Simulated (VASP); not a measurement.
Crystal: LiGaI2.

```
Li Ga I
1.0
     2.22456    1.28435    7.49567
    -2.22456    1.28435    7.49567
     0.00000   -2.56870    7.49567
Li Ga I
1 1 2
Direct
  0.50000 0.50000 0.50000
  0.00000 0.00000 0.00000
  0.75928 0.75928 0.75928
  0.24072 0.24072 0.24072
```

Base run:

* Program: VASP 6.6.1
* Functional: r2SCAN
* Potentials or basis: VASP PAW PBE potentials, release 64 (Li_sv, Ga_d, I)
* Cutoff: 520 eV
* k mesh: 6 × 6 × 6
* Occupations: gaussian, width 0.02 eV
* Spin: no spin polarisation

Its results: band gap on the k mesh 2.37 eV (least direct gap 2.77 eV); largest force 0.030 eV/Å.

**Question.** The run is repeated on the same cell with these changes: functional from r2SCAN to LDA; potentials or basis from VASP PAW PBE potentials, release 64 (Li_sv, Ga_d, I) to VASP PAW LDA potentials, release 64 (Li_sv, Ga_d, I). What comes out?

**Answer.** Band gap on the k mesh 1.94 eV (least direct gap 2.21 eV); largest force 0.087 eV/Å.

Caveats: spin-orbit coupling is left out, which moves the levels of the heavy elements; the PAW data sets were made with another functional, which shifts forces and pressure a little (at least some runs).

A k mesh can miss the band edges.
